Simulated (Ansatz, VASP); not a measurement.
Sn2Te3Se in VASP and in Ansatz

```
Sn Te Se
1.0
     5.24089    0.00000    0.00000
    -2.62044    4.53874    0.00000
     0.00000    0.00000    7.39337
Sn Te Se
2 3 1
Direct
  0.33333 0.66667 0.23048
  0.33333 0.66667 0.76952
  0.66667 0.33333 0.50000
  0.00000 0.00000 0.00000
  0.00000 0.00000 0.50000
  0.66667 0.33333 0.00000
```

Change from the starting cell: species swapped into the La2CuSi3 type (P-6m2, No. 187).

Alike in both runs: functional PBE; k mesh 12 × 12 × 4; occupations gaussian, width 0.1 eV; no spin polarisation.

Ansatz relaxed the structure, and its values are those at the end. VASP's run is a single point on that final structure, the one shown.

```csv
,VASP,Ansatz
version,VASP 6.6.1,Ansatz 0.2.0
potentials or method,"VASP PAW PBE potentials, release 64 (Sn_d, Te, Se), cutoff 520 eV","scalar-relativistic, plane waves, PAW"
valence electrons in the cell,52,92
```

```tsv
	VASP	Ansatz	Ansatz less VASP
gap on the k mesh at the Fermi level (eV)	none	none	-
pressure (GPa)	0.0	0.0	+0.04
```

A gap of «none» marks a metal or a gap that the smearing closes. VASP's potentials hold 52 valence electrons a cell and Ansatz's 92, so a difference there can come from the potentials and not from the codes.

Spin-orbit coupling is off throughout.
